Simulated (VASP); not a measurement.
# GaSb (F-43m) in VASP: settings compared

Aim: see how the results for GaSb move with the level of theory and the settings. Levels: PBE0, PBE-based global hybrid with 50 % exact exchange. Tasks: single point.

Everything below comes from runs of VASP 6.6.1. Logs are shortened: lines on timing, memory, paths and dates and some standing lists are left out, and cuts for length are marked.

## 1. The cell of the first run

Symmetry: F-43m, No. 216, cubic system. The conventional cell has a = 6.132 Å, b = 6.132 Å, c = 6.132 Å, α = 90.00°, β = 90.00°, γ = 90.00°. Within 3.5 Å of Ga (site symmetry -43m) lie 4 Sb at 2.66 Å. Within 3.5 Å of Sb (site symmetry -43m) lie 4 Ga at 2.66 Å.

## 2. Single point, PBE0

File POSCAR:

```
GaSb
1.0
    0.0000000000      3.0658848221      3.0658848221
    3.0658848221      0.0000000000      3.0658848221
    3.0658848221      3.0658848221      0.0000000000
Ga Sb
1 1
Direct
    0.0000000000      0.0000000000      0.0000000000
    0.2500000000      0.2500000000      0.2500000000
```

File INCAR.step1:

```
PREC = Accurate
ENCUT = 400
EDIFF = 1E-5
ISMEAR = -1
SIGMA = 0.02
LREAL = False
LASPH = True
NELM = 120
ALGO = Normal
ISIF = 2
LWAVE = True
LCHARG = False
GGA = PE
NBANDS = 21
GGA_COMPAT = False
```

File INCAR.step2:

```
PREC = Accurate
ENCUT = 400
EDIFF = 1E-6
ISMEAR = -1
SIGMA = 0.02
LREAL = False
LASPH = True
NELM = 120
ALGO = Normal
ISIF = 2
LWAVE = False
LCHARG = False
GGA = PE
LHFCALC = True
AEXX = 0.25
PRECFOCK = Normal
ISTART = 1
NBANDS = 21
GGA_COMPAT = False
```

File KPOINTS:

```
Automatic mesh
0
Gamma
  4 4 4
```

Potentials or basis: VASP PAW PBE potentials, release 64 (Ga_d, Sb_d_GW).

Run with:

```bash
> cat potpaw_PBE.64/Ga_d/POTCAR potpaw_PBE.64/Sb_d_GW/POTCAR > POTCAR
> cp INCAR.step1 INCAR
> mpirun -np 1 vasp_std > vasp.out
> cp INCAR.step2 INCAR
> mpirun -np 1 vasp_std > vasp.out
```

OUTCAR:

```text
PREC = Accurate
   ENCUT = 400
   EDIFF = 1E-6
   ISMEAR = -1
   LREAL = False
   LASPH = True
   NELM = 120
   ISIF = 2
   GGA = PE
   LHFCALC = True
   AEXX = 0.25
   PRECFOCK = Normal
   ISTART = 1

 ion  position               nearest neighbor table
   1  0.000  0.000  0.000-   2 2.66   2 2.66   2 2.66   2 2.66
   2  0.250  0.250  0.250-   1 2.66   1 2.66   1 2.66   1 2.66

  LATTYP: Found a face centered cubic cell.
 ALAT       =     6.1317696442

  Lattice vectors:

 A1 = (   0.0000000000,   3.0658848221,   3.0658848221)
 A2 = (   3.0658848221,   0.0000000000,   3.0658848221)
 A3 = (   3.0658848221,   3.0658848221,   0.0000000000)

Analysis of symmetry for initial positions (statically):
=====================================================================
 Subroutine PRICEL returns:
 Original cell was already a primitive cell.

 Routine SETGRP: Setting up the symmetry group for a
 face centered cubic supercell.

 Subroutine GETGRP returns: Found 24 space group operations
 (whereof 24 operations were pure point group operations)
 out of a pool of 48 trial point group operations.

The static configuration has the point symmetry T_d .

Analysis of symmetry for dynamics (positions and initial velocities):
=====================================================================
 Subroutine PRICEL returns:
 Original cell was already a primitive cell.

 Routine SETGRP: Setting up the symmetry group for a
 face centered cubic supercell.

 Subroutine GETGRP returns: Found 24 space group operations
 (whereof 24 operations were pure point group operations)
 out of a pool of 48 trial point group operations.

The dynamic configuration has the point symmetry T_d .

 Subroutine INISYM returns: Found 24 space group operations
 (whereof 24 operations are pure point group operations),
 and found     1 'primitive' translations

----------------------------------------------------------------------------------------

                                     Primitive cell

  volume of cell :      57.6365

  direct lattice vectors                    reciprocal lattice vectors
     0.000000000  3.065884822  3.065884822    -0.163085057  0.163085057  0.163085057
     3.065884822  0.000000000  3.065884822     0.163085057 -0.163085057  0.163085057
     3.065884822  3.065884822  0.000000000     0.163085057  0.163085057 -0.163085057

  length of vectors
     4.335815896  4.335815896  4.335815896     0.282471604  0.282471604  0.282471604

  position of ions in fractional coordinates (direct lattice)
     0.000000000  0.000000000  0.000000000
     0.250000000  0.250000000  0.250000000

  ion indices of the primitive-cell ions
   primitive index   ion index
                 1           1
                 2           2

----------------------------------------------------------------------------------------

 KPOINTS: Automatic mesh

Automatic generation of k-mesh.
 Grid dimensions read from file:
 generate k-points for:    4    4    4

 Generating k-lattice:

  Cartesian coordinates                     Fractional coordinates (reciprocal lattice)
    -0.040771264  0.040771264  0.040771264     0.250000000  0.000000000  0.000000000
     0.040771264 -0.040771264  0.040771264     0.000000000  0.250000000  0.000000000
     0.040771264  0.040771264 -0.040771264     0.000000000  0.000000000  0.250000000

  Length of vectors
     0.070617901  0.070617901  0.070617901

  Shift w.r.t. Gamma in fractional coordinates (k-lattice)
     0.000000000  0.000000000  0.000000000

 Subroutine IBZKPT returns following result:
 ===========================================

 Found      8 irreducible k-points:

 Following reciprocal coordinates:
            Coordinates               Weight
  0.000000  0.000000  0.000000      1.000000
  0.250000  0.000000  0.000000      8.000000
  0.500000  0.000000  0.000000      4.000000
  0.250000  0.250000  0.000000      6.000000
  0.500000  0.250000  0.000000     24.000000
 -0.250000  0.250000  0.000000     12.000000
  0.500000  0.500000  0.000000      3.000000
 -0.250000  0.500000  0.250000      6.000000
   k-points           NKPTS =      8   k-points in BZ     NKDIM =     64   number of bands    NBANDS=     21
   number of dos      NEDOS =    301   number of ions     NIONS =      2
   total plane-waves  NPLWV =  21952
   dimension x,y,z NGX =    28 NGY =   28 NGZ =   28
   dimension x,y,z NGXF=    56 NGYF=   56 NGZF=   56
   ions per type =               1   1
   NGX,Y,Z   is equivalent  to a cutoff of  10.74, 10.74, 10.74 a.u.
   NGXF,Y,Z  is equivalent  to a cutoff of  21.47, 21.47, 21.47 a.u.
 SYSTEM =  unknown system
   PREC   = accura    normal or accurate (medium, high low for compatibility)
   ISTART =      1    job   : 0-new  1-cont  2-samecut
   ICHARG =      0    charge: 1-file 2-atom 10-const
   ISPIN  =      1    spin polarized calculation?
   LNONCOLLINEAR =      F non collinear calculations
   LSORBIT =      F    spin-orbit coupling
   LASPH  =      T    aspherical Exc in radial PAW
   ENCUT  =  400.0 eV  29.40 Ry    5.42 a.u.   7.07  7.07  7.07*2*pi/ulx,y,z
   NELM   =    120;   NELMIN=  2; NELMDL=  0     # of ELM steps
   EDIFF  = 0.1E-05   stopping-criterion for ELM
   LREAL  =      F    real-space projection
   EDIFFG = 0.1E-04   stopping-criterion for IOM
   NSW    =      0    number of steps for IOM
   IBRION =     -1    ionic relax: 0-MD 1-quasi-New 2-CG
   NFREE  =      0    steps in history (QN), initial steepest desc. (CG)
   ISIF   =      2    stress and relaxation
   ISYM   =      3    0-nonsym 1-usesym 2-fastsym
   POTIM  = 0.5000    time-step for ionic-motion
   TEBEG  =    0.0;   TEEND  =   0.0 temperature during run
   PSTRESS=    0.0 pullay stress
   NELECT =      28.0000    total number of electrons
   NUPDOWN=      -1.0000    fix difference up-down
   EMIN   =  10.00;   EMAX   =-10.00  energy-range for DOS
   EFERMI =   0.00;   METHOD = LEGACY
   ISMEAR =    -1;   SIGMA  =   0.02  broadening in eV -4-tet -1-fermi 0-gaus
   EFERMI_NEDOS =   21; number of points for ismear=-14 and -15
   IALGO  =     38    algorithm
   IMIX   =      1    mixing-type and parameters
     AMIX     =   0.40;   BMIX     =  1.00
     AMIX_MAG =   1.60;   BMIX_MAG =  1.00
  volume/ion in A,a.u.               =      28.82       194.48
  Fermi-wavevector in a.u.,A,eV,Ry     =   1.286950  2.431983 22.534517  1.656240
  Thomas-Fermi vector in A             =   2.418994
   LORBIT       =      0    0 simple, 1 ext, 2 COOP (PROOUT), +10 PAW based schemes
   GGA     = PE    functional components
   LHFCALC =     T    Hartree Fock is set to
   PRECFOCK=normal    Normal, Fast or Accurate (Low or Medium for compatibility)
   ENCUT4O =  -1.0   cutoff for four orbital integrals eV
   NKREDX  =     1    reduce k-point grid by
   NKREDY  =     1    reduce k-point grid by
   NKREDZ  =     1    reduce k-point grid by
   AEXX    =    0.2500 exact exchange contribution
   HFSCREEN=    0.0000 screening length (either q_TF or 0.3 A-1)
   HFSCREENC=   0.0000 screening length for correlation (either q_TF or 0.3 A-1)
   ENCUTFOCK=  -1.0 apply spherical cutoff to Coloumb kernel
   IVDW    =     0    specifies the selected vdW correction
   LEPSILON=     F    determine dielectric tensor
   LRPA    =     F    only Hartree local field effects (RPA)
 non-spin polarized calculation
  energy-cutoff  :      400.00
  volume of cell :       57.64
 maximum number of plane-waves:      1056
  NGX = 24; NGY = 24; NGZ = 24

 number of electron      28.0000030 magnetization

 Free energy of the ion-electron system (eV)
  ---------------------------------------------------
  ext. energy  EPLUGINS =         0.00000000
  ---------------------------------------------------
  free energy    TOTEN  =        -9.48697015 eV

  energy without entropy =       -9.48697015  energy(sigma->0) =       -9.48697015

 E-fermi :   3.6623     XC(G=0):  -7.3077

 val. band max:        3.1042204385   @ k =   0.0000   0.0000   0.0000
 cond. band min:       4.6122423907   @ k =   0.0000   0.0000   0.0000
 fundamental gap:      1.5080219522
 Fermi energy:         3.6622776377

 k-point     1 :       0.0000    0.0000    0.0000
  band No.  band energies     occupation
      1     -27.8694      2.00000
      2     -27.8694      2.00000
      3     -27.8694      2.00000
      4     -27.8462      2.00000
      5     -27.8462      2.00000
      6     -14.6308      2.00000
[... 13 lines left out ...]
     20      13.4441      0.00000
     21      13.4441      0.00000

 k-point     2 :       0.2500    0.0000    0.0000
  band No.  band energies     occupation
      1     -27.8690      2.00000
      2     -27.8679      2.00000
      3     -27.8679      2.00000
      4     -27.8459      2.00000
      5     -27.8459      2.00000
      6     -14.6400      2.00000
[... 13 lines left out ...]
     20      12.2903      0.00000
     21      12.2903      0.00000

 k-point     3 :       0.5000    0.0000    0.0000
  band No.  band energies     occupation
      1     -27.8686      2.00000
      2     -27.8667      2.00000
      3     -27.8667      2.00000
      4     -27.8455      2.00000
      5     -27.8455      2.00000
      6     -14.6492      2.00000
[... 13 lines left out ...]
     20      14.8035      0.00000
     21      14.8035      0.00000

 k-point     4 :       0.2500    0.2500    0.0000
  band No.  band energies     occupation
      1     -27.8706      2.00000
      2     -27.8664      2.00000
      3     -27.8664      2.00000
      4     -27.8469      2.00000
      5     -27.8447      2.00000
      6     -14.6482      2.00000
[... 13 lines left out ...]
     20      13.8561      0.00000
     21      14.3296      0.00000

 k-point     5 :       0.5000    0.2500    0.0000
  band No.  band energies     occupation
      1     -27.8699      2.00000
      2     -27.8654      2.00000
      3     -27.8650      2.00000
      4     -27.8467      2.00000
      5     -27.8444      2.00000
      6     -14.6561      2.00000
[... 13 lines left out ...]
     20      15.0183      0.00000
     21      15.2794      0.00000

 k-point     6 :      -0.2500    0.2500    0.0000
  band No.  band energies     occupation
      1     -27.8684      2.00000
      2     -27.8667      2.00000
      3     -27.8665      2.00000
      4     -27.8457      2.00000
      5     -27.8454      2.00000
      6     -14.6504      2.00000
[... 13 lines left out ...]
     20      13.4257      0.00000
     21      15.4924      0.00000

 k-point     7 :       0.5000    0.5000    0.0000
  band No.  band energies     occupation
      1     -27.8722      2.00000
      2     -27.8633      2.00000
      3     -27.8633      2.00000
      4     -27.8475      2.00000
      5     -27.8432      2.00000
      6     -14.6643      2.00000
[... 13 lines left out ...]
     20      15.7900      0.00000
     21      16.3692      0.00000

 k-point     8 :      -0.2500    0.5000    0.2500
  band No.  band energies     occupation
      1     -27.8689      2.00000
      2     -27.8668      2.00000
      3     -27.8633      2.00000
      4     -27.8465      2.00000
      5     -27.8444      2.00000
      6     -14.6591      2.00000
[... 13 lines left out ...]
     20      15.1705      0.00000
     21      16.2801      0.00000

------------------------ aborting loop because EDIFF is reached ----------------------------------------

  FORCE on cell =-STRESS in cart. coord.  units (eV):
  Direction    XX          YY          ZZ          XY          YZ          ZX
  --------------------------------------------------------------------------------------
  -------------------------------------------------------------------------------------
  Total       -0.0386796     -0.0386796     -0.0386796     -0.0000000     -0.0000000      0.0000000
  in kB       -1.0752147     -1.0752147     -1.0752147     -0.0000000     -0.0000000      0.0000000
  external PRESSURE =      -1.0752147 kB  Pullay stress =       0.0000000 kB

 VOLUME and BASIS-vectors are now :
 -----------------------------------------------------------------------------
  energy-cutoff  :      400.00
  volume of cell :       57.64
      direct lattice vectors                 reciprocal lattice vectors
     0.000000000  3.065884822  3.065884822    -0.163085057  0.163085057  0.163085057
     3.065884822  0.000000000  3.065884822     0.163085057 -0.163085057  0.163085057
     3.065884822  3.065884822  0.000000000     0.163085057  0.163085057 -0.163085057

 POSITION                                       TOTAL-FORCE (eV/Angst)
 -----------------------------------------------------------------------------------
      0.00000      0.00000      0.00000        -0.000000     -0.000000     -0.000000
      1.53294      1.53294      1.53294         0.000000      0.000000      0.000000
 -----------------------------------------------------------------------------------
    total drift:                                0.000001      0.000051      0.000010

  FREE ENERGIE OF THE ION-ELECTRON SYSTEM (eV)
  ---------------------------------------------------
  free  energy   TOTEN  =        -9.4869701515 eV

  energy  without entropy=       -9.4869701515  energy(sigma->0) =       -9.48697015
```

It took 19 min on 1 thread of AMD EPYC 7R13 (Zen 3), shared host; peak memory 0.16 GiB.

What came out:

| Item | Value |
| --- | --- |
| Free energy | -9.4870 eV |
| Pressure | -0.1 GPa |
| Band gap on the k mesh | 1.51 eV |

Caveat: the k points lie up to 0.44 Å⁻¹ apart; the PAW data sets were made with another functional, which shifts forces and pressure a little; spin-orbit coupling is left out, which moves the levels of the heavy elements.

## 3. Single point, PBE-based global hybrid with 50 % exact exchange

POSCAR is that of step 2.

File INCAR.step1:

```
SYSTEM = GaSb
PREC = Accurate
ENCUT = 400
EDIFF = 1E-5
ISMEAR = -1
SIGMA = 0.02
LREAL = .False.
LASPH = .True.
NELM = 120
ALGO = Normal
ISIF = 2
LWAVE = .True.
LCHARG = .False.
GGA = PE
NBANDS = 21
GGA_COMPAT = .False.
```

File INCAR.step2:

```
SYSTEM = GaSb
PREC = Accurate
ENCUT = 400
EDIFF = 1E-6
ISMEAR = -1
SIGMA = 0.02
LREAL = .False.
LASPH = .True.
NELM = 120
ALGO = Normal
ISIF = 2
LWAVE = .False.
LCHARG = .False.
GGA = PE
LHFCALC = .True.
AEXX = 0.5
PRECFOCK = Normal
ISTART = 1
NBANDS = 21
GGA_COMPAT = .False.
```

File KPOINTS:

```
Automatic mesh
0
Gamma
  4 4 4
  0 0 0
```

Potentials or basis: VASP PAW PBE potentials, release 64 (Ga_d, Sb_d_GW).

Run with:

```bash
> cat potpaw_PBE.64/Ga_d/POTCAR potpaw_PBE.64/Sb_d_GW/POTCAR > POTCAR
> cp INCAR.step1 INCAR
> mpirun -np 1 vasp_std > vasp.out
> cp INCAR.step2 INCAR
> mpirun -np 1 vasp_std > vasp.out
```

Wall time 9.5 min (1 thread of AMD EPYC 9R45 (Zen 5), shared host); peak memory 0.16 GiB.

The run converged. Its results:

```yaml
Free_energy: -11.9631 eV
Pressure: -1.9 GPa
Band_gap_on_the_k_mesh: 3.19 eV
```

Levels at points of the mesh, in eV from the valence-band top:
```tsv
k point	band 12	band 13	band 14	band 15	band 16	band 17
(0.00, 0.00, 0.00)	0.00	0.00	0.00	3.19	5.63	5.63
(0.50, 0.00, 0.00)	-7.51	-1.34	-1.34	3.19	6.66	6.66
(0.50, 0.50, 0.00)	-8.01	-3.03	-3.03	3.50	3.79	12.61
```

Caveat: the k points lie up to 0.44 Å⁻¹ apart; the PAW data sets were made with another functional, which shifts forces and pressure a little; spin-orbit coupling is left out, which moves the levels of the heavy elements. A k mesh can miss the band edges.
